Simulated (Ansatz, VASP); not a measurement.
**One calculation of La, two programs**

```
La
1.0
     1.82599   -3.16271    0.00000
     1.82599    3.16271    0.00000
     0.00000    0.00000    5.99122
La
2
Cartesian
  1.8260 -1.0542 1.4978
  1.8260 1.0542 4.4934
```

Alike in both runs: task single point; functional PBEsol; k mesh 13 × 13 × 7; occupations fermi-dirac, width 0.08 eV; no spin polarisation.

|  | VASP | Ansatz |
| --- | --- | --- |
| version | VASP 6.6.1 | Ansatz 0.2.0 |
| potentials or method | VASP PAW PBE potentials, release 64 (La), cutoff 520 eV | all-electron LAPW, scalar-relativistic |

Ansatz gave:

- pressure (GPa): 0.0
- traceless stress, the component that is largest in VASP (GPa): -0.11

Q: Which values does VASP return?

A: Pressure (GPa): 0.0; traceless stress, the component that is largest in VASP (GPa): -0.10.

VASP's potentials were made for PBE, not for PBEsol. Ansatz ran all-electron here, and VASP with PAW potentials.

Neither program's run includes spin-orbit coupling.
